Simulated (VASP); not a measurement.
# SnO in VASP: a series of runs, part 2 of 2

VASP 6.6.1. The steps go on from the part before.

## Step 3: Single point, PBE+D3(BJ) (layers slid over each other)

The input, INCAR:

```
PREC = Accurate ; ENCUT = 520
EDIFF = 1E-6 ; ISMEAR = 0
SIGMA = 0.05 ; LREAL = F
LASPH = T ; NELM = 80
ALGO = Normal ; ISIF = 2
LWAVE = F ; LCHARG = F
LDIPOL = T ; IDIPOL = 3
DIPOL = 0.5 0.5 0.399 ; GGA = PE
IVDW = 12 ; NBANDS = 50
```

The input, KPOINTS:

```
regular mesh
0
Gamma
  7 7 1
```

The input, POSCAR:

```
SnO
1.0
    3.8201526697      0.0002954396      0.0000000000
   -0.0003145245      3.8201526682      0.0000000000
    0.0000000000      0.0000000000     22.2260755522
Sn O
4 4
Direct
    0.9999453086      0.9999453086      0.2024648926
    0.4999453086      0.4999453086      0.3087831570
    0.6249453086      0.9999453086      0.4887519504
    1.1249453086      1.4999453086      0.5950702148
    0.9999461247      0.4999461247      0.2556240248
    0.4999461247      0.9999461247      0.2556240248
    0.6249444925      1.4999444925      0.5419110826
    1.1249444925      0.9999444925      0.5419110826
```

Potentials or basis: VASP PAW PBE potentials, release 64 (Sn_d, O).

Launch:

```
$ cat potpaw_PBE.64/Sn_d/POTCAR potpaw_PBE.64/O/POTCAR > POTCAR
$ mpirun -np 1 vasp_std > vasp.out
```

OUTCAR:

```text
PREC = Accurate
   ENCUT = 520
   EDIFF = 1E-6
   ISMEAR = 0
   LREAL = F
   LASPH = T
   NELM = 80
   ISIF = 2
   GGA = PE
   IVDW = 12
 IVDW          = 12

 ion  position               nearest neighbor table
   1  1.000  1.000  0.202-   6 2.25   5 2.25   6 2.25   5 2.25   2 3.59   2 3.59   2 3.59   2 3.59

   2  0.500  0.500  0.309-   5 2.25   6 2.25   5 2.25   6 2.25   1 3.59   1 3.59   1 3.59   1 3.59

   3  0.625  1.000  0.489-   8 2.25   7 2.25   8 2.25   7 2.25   4 3.59   4 3.59   4 3.59   4 3.59

   4  0.125  0.500  0.595-   7 2.25   8 2.25   7 2.25   8 2.25   3 3.59   3 3.59   3 3.59   3 3.59

   5  1.000  0.500  0.256-   2 2.25   1 2.25   2 2.25   1 2.25
   6  0.500  1.000  0.256-   1 2.25   2 2.25   1 2.25   2 2.25
   7  0.625  0.500  0.542-   4 2.25   3 2.25   4 2.25   3 2.25
   8  0.125  1.000  0.542-   3 2.25   4 2.25   3 2.25   4 2.25

  LATTYP: Found a simple tetragonal cell.
 ALAT       =     3.8201526811
 C/A-ratio  =     5.8181118420

  Lattice vectors:

 A1 = (   3.8201526697,   0.0002954396,   0.0000000000)
 A2 = (  -0.0003145245,   3.8201526682,   0.0000000000)
[... 195 lines left out ...]
      2     -21.0561      2.00000
      3     -20.6955      2.00000
      4     -20.6955      2.00000
      5     -20.6581      2.00000
      6     -20.6579      2.00000
[... 837 lines left out ...]
     49       6.2046      0.00000
     50       6.4484      0.00000

------------------------ aborting loop because EDIFF is reached ----------------------------------------

 vacuum level on the upper side and lower side of the slab       (xc-potential included)        -0.247        -0.247

 Edisp (eV)   -1.25569

 E8    (eV) :    -0.5555

  FORCE on cell =-STRESS in cart. coord.  units (eV):
  Direction    XX          YY          ZZ          XY          YZ          ZX
  --------------------------------------------------------------------------------------
  -------------------------------------------------------------------------------------
  Total       0.17248     0.27522    -0.15142    -0.00001     0.00001     0.14091
  in kB       0.85195     1.35947    -0.74793    -0.00005     0.00005     0.69602
  external pressure =        0.49 kB  Pullay stress =        0.00 kB

 VOLUME and BASIS-vectors are now :
 -----------------------------------------------------------------------------
  energy-cutoff  :      520.00
  volume of cell :      324.36
      direct lattice vectors                 reciprocal lattice vectors
     3.820152670  0.000295440  0.000000000     0.261769641  0.000021552  0.000000000
    -0.000314525  3.820152668  0.000000000    -0.000020245  0.261769641  0.000000000
     0.000000000  0.000000000 22.226075552     0.000000000  0.000000000  0.044992198

 POSITION                                       TOTAL-FORCE (eV/Angst)
 -----------------------------------------------------------------------------------
      3.81963      3.82024      4.50000        -0.002730     -0.000000     -0.078201
      1.90971      1.91002      6.86304        -0.011461     -0.000001      0.135265
      2.38707      3.82013     10.86304         0.011461      0.000001     -0.135265
      0.47715      1.90990     13.22608         0.002730      0.000000      0.078201
      3.81979      1.91017      5.68152        -0.016753     -0.000001      0.011211
      1.90956      3.82009      5.68152         0.005665      0.000000      0.009735
      2.38723      1.91005     12.04456        -0.005665     -0.000000     -0.009735
      0.47699      3.81998     12.04456         0.016753      0.000001     -0.011211
 -----------------------------------------------------------------------------------
    total drift:                               -0.000003     -0.000003      0.000013

  FREE ENERGIE OF THE ION-ELECTRON SYSTEM (eV)
  ---------------------------------------------------
  free  energy   TOTEN  =       -46.4309645288 eV

  energy  without entropy=      -46.4309645288  energy(sigma->0) =      -46.43096453

 vacuum level on the upper side and lower side of the slab         4.767         4.767
```

OSZICAR:

```text
N       E                     dE             d eps       ncg     rms          rms(c)
DAV:   1     0.956923754617E+03    0.95692E+03   -0.38078E+04  1680   0.181E+03
DAV:   2     0.144681088754E+03   -0.81224E+03   -0.78363E+03  1744   0.499E+02
DAV:   3    -0.378951880741E+02   -0.18258E+03   -0.17540E+03  1952   0.221E+02
[... 14 lines left out ...]
DAV:  18    -0.451752142479E+02   -0.59657E-04   -0.48093E-06  1612   0.131E-02    0.288E-03
DAV:  19    -0.451752536041E+02   -0.39356E-04   -0.46875E-06  1550   0.190E-02    0.394E-03
DAV:  20    -0.451752646697E+02   -0.11066E-04   -0.92190E-07  1286   0.776E-03    0.290E-03
DAV:  21    -0.451752686632E+02   -0.39935E-05   -0.39107E-07  1110   0.430E-03    0.147E-03
DAV:  22    -0.451752695953E+02   -0.93213E-06   -0.25214E-07  1148   0.314E-03
   1 F= -.46430965E+02 E0= -.46430965E+02  d E =-.552883E-19
```

Wall time 7.1 min (1 thread of Intel Xeon Platinum 8124M at 3.00GHz (Skylake/Cascade Lake), shared host); peak memory 0.45 GiB.

What came out:

```
Free energy                : -46.4310 eV
Largest force              : 0.136 eV/Å
Band gap on the k mesh     : 2.38 eV (least direct gap 2.53 eV)
Dispersion energy per atom : -0.157 eV
```

Forces on the atoms (eV/Å):
```
Sn  -0.003  0.000 -0.078
Sn  -0.011  0.000  0.135
Sn   0.011  0.000 -0.135
Sn   0.003  0.000  0.078
O   -0.017  0.000  0.011
O    0.006  0.000  0.010
O   -0.006  0.000 -0.010
O    0.017  0.000 -0.011
```

Levels at points of the mesh, in eV from the valence-band top:
```csv
k point,band 36,band 37,band 38,band 39,band 40,band 41,band 42,band 43,band 44,band 45
"(0.00, 0.00, 0.00)",-1.99,-1.99,-1.99,-0.68,-0.03,2.50,2.82,2.82,3.87,4.82
```

Caveat: the cell differs from its parent crystal (layers slid over each other); spin-orbit coupling is left out, which moves the levels of the heavy elements.

## Step 4: Single point, PBE+D3(BJ) (layers slid over each other)

The input, INCAR:

```
SYSTEM = SnO
PREC = Accurate
ENCUT = 520
EDIFF = 1E-6
ISMEAR = 0
SIGMA = 0.05
LREAL = .FALSE.
LASPH = .TRUE.
NELM = 60
ALGO = Normal
ISIF = 2
LWAVE = .FALSE.
LCHARG = .FALSE.
LDIPOL = .TRUE.
IDIPOL = 3
DIPOL = 0.5 0.5 0.399
GGA = PE
IVDW = 12
NBANDS = 50
```

The input, KPOINTS:

```
Automatic mesh
0
G
  7 7 1
  0 0 0
```

The input, POSCAR:

```
SnO
1.0
    3.8201526697      0.0002954396      0.0000000000
   -0.0003145245      3.8201526682      0.0000000000
    0.0000000000      0.0000000000     22.2260755522
Sn O
4 4
Direct
    0.9999453086      0.9999453086      0.2024648926
    0.4999453086      0.4999453086      0.3087831570
    0.7499453086      0.9999453086      0.4887519504
    1.2499453086      1.4999453086      0.5950702148
    0.9999461247      0.4999461247      0.2556240248
    0.4999461247      0.9999461247      0.2556240248
    0.7499444925      1.4999444925      0.5419110826
    1.2499444925      0.9999444925      0.5419110826
```

Potentials or basis: VASP PAW PBE potentials, release 64 (Sn_d, O).

Launch:

```
$ cat potpaw_PBE.64/Sn_d/POTCAR potpaw_PBE.64/O/POTCAR > POTCAR
$ mpirun -np 1 vasp_std > vasp.out
```

OUTCAR:

```text
SYSTEM = SnO
   PREC = Accurate
   ENCUT = 520
   EDIFF = 1E-6
   ISMEAR = 0
   LREAL = .FALSE.
   LASPH = .TRUE.
   NELM = 60
   ISIF = 2
   GGA = PE
   IVDW = 12
 IVDW          = 12

 ion  position               nearest neighbor table
   1  1.000  1.000  0.202-   6 2.25   5 2.25   6 2.25   5 2.25   2 3.59   2 3.59   2 3.59   2 3.59

[... 1071 lines left out ...]
  Total       0.14913     0.20309    -0.30073    -0.00001     0.00001     0.18844
  in kB       0.73665     1.00317    -1.48547    -0.00003     0.00007     0.93080
  external pressure =        0.08 kB  Pullay stress =        0.00 kB

 VOLUME and BASIS-vectors are now :
 -----------------------------------------------------------------------------
  energy-cutoff  :      520.00
  volume of cell :      324.36
      direct lattice vectors                 reciprocal lattice vectors
     3.820152670  0.000295440  0.000000000     0.261769641  0.000021552  0.000000000
    -0.000314525  3.820152668  0.000000000    -0.000020245  0.261769641  0.000000000
     0.000000000  0.000000000 22.226075552     0.000000000  0.000000000  0.044992198

 POSITION                                       TOTAL-FORCE (eV/Angst)
 -----------------------------------------------------------------------------------
      3.81963      3.82024      4.50000        -0.003752     -0.000000     -0.076563
      1.90971      1.91002      6.86304        -0.015137     -0.000001      0.162543
      2.86459      3.82017     10.86304         0.015137      0.000001     -0.162543
      0.95467      1.90994     13.22608         0.003752      0.000000      0.076563
      3.81979      1.91017      5.68152        -0.022491     -0.000002      0.013423
      1.90956      3.82009      5.68152         0.007595      0.000001      0.012596
      2.86475      1.91009     12.04456        -0.007595     -0.000001     -0.012596
      0.95451      3.82001     12.04456         0.022491      0.000002     -0.013423
 -----------------------------------------------------------------------------------
    total drift:                               -0.000003     -0.000003      0.000001

  FREE ENERGIE OF THE ION-ELECTRON SYSTEM (eV)
  ---------------------------------------------------
  free  energy   TOTEN  =       -46.4459516500 eV

  energy  without entropy=      -46.4459516500  energy(sigma->0) =      -46.44595165

 vacuum level on the upper side and lower side of the slab         4.794         4.793
```

stdout:

```text
POSCAR found type information on POSCAR SnO
 POSCAR found :  2 types and       8 ions
 scaLAPACK will be used
 LDA part: xc-table for (Slater+PW92), standard interpolation
 POSCAR, INCAR and KPOINTS ok, starting setup
 FFT: planning ... GRIDC
 FFT: planning ... GRID_SOFT
 FFT: planning ... GRID
 WAVECAR not read
 entering main loop
```

It took 3.6 min on 1 thread of Intel Xeon 6975P-C (Granite Rapids), shared host; peak memory 0.44 GiB.

Results:

```
Free energy                : -46.4460 eV
Largest force              : 0.163 eV/Å
Band gap on the k mesh     : 2.51 eV (least direct gap 2.54 eV)
Dispersion energy per atom : -0.157 eV
```

Forces on the atoms (eV/Å):
```
Sn  -0.004  0.000 -0.077
Sn  -0.015  0.000  0.163
Sn   0.015  0.000 -0.163
Sn   0.004  0.000  0.077
O   -0.022  0.000  0.013
O    0.008  0.000  0.013
O   -0.008  0.000 -0.013
O    0.022  0.000 -0.013
```

Levels at points of the mesh, in eV from the valence-band top:
```csv
k point,band 36,band 37,band 38,band 39,band 40,band 41,band 42,band 43,band 44,band 45
"(0.00, 0.00, 0.00)",-1.98,-1.98,-1.98,-0.66,-0.03,2.51,2.83,2.84,3.87,4.85
```

Caveat: the cell differs from its parent crystal (layers slid over each other); spin-orbit coupling is left out, which moves the levels of the heavy elements.

## Step 5: The runs side by side

```csv
cell,gap on the mesh (eV),largest force (eV/Å)
"as given, atomic positions A",2.53,0.19
"as given, atomic positions B",2.38,0.14
"as given, atomic positions C",2.51,0.16
```

Alike in all rows: task single point; level PBE+D3(BJ); potentials or basis VASP PAW PBE potentials, release 64 (Sn_d, O); no spin polarisation; k mesh 7 × 7 × 1; cutoff (eV) 520; smearing gaussian 0.05 eV.

Caveats: spin-orbit coupling is left out, which moves the levels of the heavy elements.

Total energies depend on the potentials used, so only differences within one code and one set of settings carry meaning.
